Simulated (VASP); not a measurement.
Input of a VASP 6.6.1 run:

INCAR

```
PREC = Accurate
ENCUT = 520
EDIFF = 1E-7
ISMEAR = 0
SIGMA = 0.15
LREAL = F
LASPH = T
NELM = 100
ALGO = Normal
ISIF = 2
LWAVE = F
LCHARG = F
GGA = PE
NBANDS = 45
```

KPOINTS

```
regular mesh
0
Gamma
  2 3 2
```

File POSCAR:

```
BaCd3Se4
1.0
    7.1453812676      0.0000000000      0.4687404686
    0.0000000000      4.2322237969      0.0000000000
    0.5311993831      0.0000000000      7.3331203182
Ba Cd Se
1 3 4
Direct
    0.0000000000      0.0000000000      0.5000000000
    0.5000000000      0.5000000000      0.5000000000
    0.0000000000      0.0000000000      0.0000000000
    0.5000000000      0.5000000000      0.0000000000
    0.8329626950      0.5000000000      0.8072975137
    0.3475505572      0.0000000000      0.7377104831
    0.6524494428      0.0000000000      0.2622895169
    0.1670373050      0.5000000000      0.1927024863
```

Potentials or basis: VASP PAW PBE potentials, release 64 (Ba_sv, Cd, Se).

The run is started by

```sh
$ cat potpaw_PBE.64/Ba_sv/POTCAR potpaw_PBE.64/Cd/POTCAR potpaw_PBE.64/Se/POTCAR > POTCAR
$ mpirun -np 1 vasp_std > vasp.out
```

Task: What does it give for the band gap on the k mesh?

Result: 0.39 eV, indirect (least direct gap 0.45 eV).

Task: Estimate the largest force.

Result: 0.112 eV/Å.

Task: Estimate the pressure.

Result: 0.4 GPa.

Forces on the atoms (eV/Å):
```
Ba   0.000  0.000  0.000
Cd   0.000  0.000  0.000
Cd   0.000  0.000  0.000
Cd   0.000  0.000  0.000
Se  -0.024  0.000  0.073
Se   0.109  0.000 -0.028
Se  -0.109  0.000  0.028
Se   0.024  0.000 -0.073
```

Caveat: the k points lie up to 0.49 Å⁻¹ apart; spin-orbit coupling is left out, which moves the levels of the heavy elements. A k mesh can miss the band edges.
